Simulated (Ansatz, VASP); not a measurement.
## LiH: VASP beside Ansatz

```
Li H
1.0
     0.00000    2.00349    2.00349
     2.00349    0.00000    2.00349
     2.00349    2.00349    0.00000
Li H
1 1
Direct
  0.00000 0.00000 0.00000
  0.50000 0.50000 0.50000
```

Alike in both runs: functional PBE; k mesh 10 × 10 × 10; no spin polarisation.

Ansatz relaxed the structure, and its values are those at the end. VASP's run is a single point on that final structure, the one shown.

|  | VASP | Ansatz |
| --- | --- | --- |
| version | VASP 6.6.1 | Ansatz 0.2.0 |
| potentials or method | VASP PAW PBE potentials, release 64 (Li_sv, H) | scalar-relativistic, plane waves, PAW |
| plane-wave cutoff (eV) | 520 | 420 |
| occupations | gaussian, width 0.01 eV | fixed |
| valence electrons in the cell | 4 | 4 |

```tsv
	VASP	Ansatz	Ansatz less VASP
gap on the k mesh at the Fermi level (eV)	2.98	2.98	+0.006
least direct gap on the mesh (eV)	2.98	2.98	+0.006
```

Noted on VASP's run: the cutoff is short for stress, so the pressure is rough.
